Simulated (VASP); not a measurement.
# Pb (P6_3/mmc) in VASP: notebook, part 2 of 2

VASP 6.6.1. The steps go on from the part before.

## 3. Single point, revPBE (30.23 Å³/atom)

This run uses another cell than the first one, of 30.23 Å³/atom.

Contents of INCAR:

```
SYSTEM = Pb
PREC     = Accurate       ! precision mode
ENCUT    = 520            ! plane-wave cutoff, eV
EDIFF    = 1E-6           ! SCF threshold, eV
ISMEAR   = -1             ! smearing method
SIGMA    = 0.1            ! smearing width, eV
LREAL    = .FALSE.        ! projectors in reciprocal space
LASPH    = .TRUE.         ! aspherical terms in the spheres
NELM     = 60             ! most SCF steps
ALGO     = Normal         ! electronic algorithm
ISIF     = 2              ! what is computed and relaxed
LWAVE    = .FALSE.        ! write WAVECAR
LCHARG   = .FALSE.        ! write CHGCAR
GGA      = RE             ! functional
NBANDS   = 36             ! bands
```

Contents of KPOINTS:

```
regular mesh
0
G
  11 11 3
  0 0 0
```

Contents of POSCAR:

```
Pb
1.0
    3.5101692230      0.0000000000      0.0000000000
   -1.7550846115      3.0398957187      0.0000000000
    0.0000000000      0.0000000000     11.3338711111
Pb
4
Direct
    0.0000000000      0.0000000000      0.0000000000
    0.0000000000      0.0000000000      0.5000000000
    0.3333333333      0.6666666667      0.2500000000
    0.6666666667      0.3333333333      0.7500000000
```

Potentials or basis: VASP PAW PBE potentials, release 64 (Pb_d).

Started as:

```
> cat potpaw_PBE.64/Pb_d/POTCAR > POTCAR
> mpirun -np 1 vasp_std > vasp.out
```

OUTCAR:

```text
SYSTEM = Pb
   PREC = Accurate
   ENCUT = 520
   EDIFF = 1E-6
   ISMEAR = -1
   LREAL = .FALSE.
   LASPH = .TRUE.
   NELM = 60
   ISIF = 2
   GGA = RE

 ion  position               nearest neighbor table
   1  0.000  0.000  0.000-   3 3.48   4 3.48   3 3.48   4 3.48   4 3.48   3 3.48
   2  0.000  0.000  0.500-   3 3.48   4 3.48   3 3.48   4 3.48   4 3.48   3 3.48
   3  0.333  0.667  0.250-   1 3.48   2 3.48   1 3.48   2 3.48   1 3.48   2 3.48
   4  0.667  0.333  0.750-   1 3.48   2 3.48   1 3.48   2 3.48   1 3.48   2 3.48

  LATTYP: Found a hexagonal cell.
 ALAT       =     3.5101692230
 C/A-ratio  =     3.2288674394

  Lattice vectors:

 A1 = (   3.5101692230,   0.0000000000,   0.0000000000)
 A2 = (  -1.7550846115,   3.0398957187,   0.0000000000)
 A3 = (   0.0000000000,   0.0000000000,  11.3338711111)

Analysis of symmetry for initial positions (statically):
=====================================================================
 Subroutine PRICEL returns:
 Original cell was already a primitive cell.

 Routine SETGRP: Setting up the symmetry group for a
 hexagonal supercell.

 Subroutine GETGRP returns: Found 24 space group operations
 (whereof 12 operations were pure point group operations)
 out of a pool of 24 trial point group operations.

The static configuration has the point symmetry D_3d.
 The point group associated with its full space group is D_6h.

Analysis of symmetry for dynamics (positions and initial velocities):
=====================================================================
 Subroutine PRICEL returns:
 Original cell was already a primitive cell.

 Routine SETGRP: Setting up the symmetry group for a
 hexagonal supercell.

 Subroutine GETGRP returns: Found 24 space group operations
 (whereof 12 operations were pure point group operations)
 out of a pool of 24 trial point group operations.

The dynamic configuration has the point symmetry D_3d.
 The point group associated with its full space group is D_6h.

 Subroutine INISYM returns: Found 24 space group operations
[... 121 lines left out ...]
     AMIX_MAG =   1.60;   BMIX_MAG =  1.00
  volume/ion in A,a.u.               =      30.23       204.03
  Fermi-wavevector in a.u.,A,eV,Ry     =   1.266531  2.393397 21.825117  1.604101
  Thomas-Fermi vector in A             =   2.399727
   LORBIT       =      0    0 simple, 1 ext, 2 COOP (PROOUT), +10 PAW based schemes
   GGA     = RE    functional components
   LHFCALC =     F    Hartree Fock is set to
   AEXX    =    0.0000 exact exchange contribution
   IVDW    =     0    specifies the selected vdW correction
   LEPSILON=     F    determine dielectric tensor
   LRPA    =     F    only Hartree local field effects (RPA)
 non-spin polarized calculation
  energy-cutoff  :      520.00
  volume of cell :      120.94
 maximum number of plane-waves:      3300
 NGX is ok and might be reduce to    28
   NGX = 13   NGY = 13   NGZ = 43

 number of electron      56.0000013 magnetization

 Free energy of the ion-electron system (eV)
  ---------------------------------------------------
  ext. energy  EPLUGINS =         0.00000000
  ---------------------------------------------------
  free energy    TOTEN  =       -12.86463461 eV

  energy without entropy =      -12.78862111  energy(sigma->0) =      -12.82662786

 E-fermi :   7.4378     XC(G=0): -10.1301

 val. band max:        7.3943706225   @ k =   0.3636   0.1818   0.3333
 cond. band min:       7.4657349559   @ k =   0.3636   0.0909   0.3333
 fundamental gap:      0.0713643334
 Fermi energy:         7.4378195163

 k-point     1 :       0.0000    0.0000    0.0000
  band No.  band energies     occupation
      1      -9.7537      2.00000
      2      -9.7352      2.00000
      3      -9.7232      2.00000
      4      -9.7232      2.00000
      5      -9.7211      2.00000
      6      -9.7164      2.00000
[... 925 lines left out ...]
     35      12.8109      0.00000
     36      13.7479      0.00000

 [... further k-points ...]

------------------------ aborting loop because EDIFF is reached ----------------------------------------

  FORCE on cell =-STRESS in cart. coord.  units (eV):
  Direction    XX          YY          ZZ          XY          YZ          ZX
  --------------------------------------------------------------------------------------
  -------------------------------------------------------------------------------------
  Total        2.4769084      2.4769084      2.9391659      0.0000000     -0.0000000     -0.0000000
  in kB       32.8137244     32.8137244     38.9376443      0.0000000     -0.0000000     -0.0000000
  external PRESSURE =      34.8550310 kB  Pullay stress =       0.0000000 kB

 VOLUME and BASIS-vectors are now :
 -----------------------------------------------------------------------------
  energy-cutoff  :      520.00
  volume of cell :      120.94
      direct lattice vectors                 reciprocal lattice vectors
     3.510169223  0.000000000  0.000000000     0.284886550  0.164479326  0.000000000
    -1.755084612  3.039895719  0.000000000     0.000000000  0.328958653  0.000000000
     0.000000000  0.000000000 11.333871111     0.000000000  0.000000000  0.088231107

 POSITION                                       TOTAL-FORCE (eV/Angst)
 -----------------------------------------------------------------------------------
      0.00000      0.00000      0.00000         0.000000     -0.000000     -0.000000
      0.00000      0.00000      5.66694         0.000000     -0.000000     -0.000000
     -0.00000      2.02660      2.83347         0.000000      0.000000      0.000000
      1.75508      1.01330      8.50040        -0.000000     -0.000000      0.000000
 -----------------------------------------------------------------------------------
    total drift:                                0.000000     -0.000000      0.000000

  FREE ENERGIE OF THE ION-ELECTRON SYSTEM (eV)
  ---------------------------------------------------
  free  energy   TOTEN  =       -12.8646346102 eV

  energy  without entropy=      -12.7886211095  energy(sigma->0) =      -12.82662786
```

OSZICAR:

```text
N       E                     dE             d eps       ncg     rms          rms(c)
DAV:   1     0.687350407767E+03    0.68735E+03   -0.27435E+04  2304   0.190E+03
DAV:   2     0.533967404596E+02   -0.63395E+03   -0.62384E+03  2308   0.502E+02
DAV:   3    -0.996562371649E+01   -0.63362E+02   -0.62275E+02  2696   0.202E+02
DAV:   4    -0.127881900656E+02   -0.28226E+01   -0.28140E+01  2764   0.474E+01
DAV:   5    -0.128958011635E+02   -0.10761E+00   -0.10760E+00  2908   0.803E+00    0.100E+00
DAV:   6    -0.128714735194E+02    0.24328E-01   -0.91540E-02  3448   0.271E+00    0.524E-01
DAV:   7    -0.128645287026E+02    0.69448E-02   -0.32097E-02  2920   0.194E+00    0.178E-01
DAV:   8    -0.128646616959E+02   -0.13299E-03   -0.32401E-03  2716   0.678E-01    0.291E-02
DAV:   9    -0.128646471535E+02    0.14542E-04   -0.20148E-04  3016   0.158E-01    0.114E-02
DAV:  10    -0.128646336826E+02    0.13471E-04   -0.30954E-05  2988   0.608E-02    0.423E-03
DAV:  11    -0.128646346102E+02   -0.92755E-06   -0.28883E-06  1808   0.255E-02
   1 F= -.12864635E+02 E0= -.12826628E+02  d E =-.760135E-01
```

Run time: 2.3 min. Hardware: 1 thread of Intel Xeon Platinum 8259CL at 2.50GHz (Skylake/Cascade Lake), shared host; peak memory 0.28 GiB.

Results:

```
Free energy            : -12.8646 eV
Pressure               : 3.5 GPa
Band gap on the k mesh : zero (bands 28 and 29 overlap by 7.01 eV)
```

Caveat: the cell stands under pressure; the PAW data sets were made with another functional, which shifts forces and pressure a little; spin-orbit coupling is left out, which moves the levels of the heavy elements.
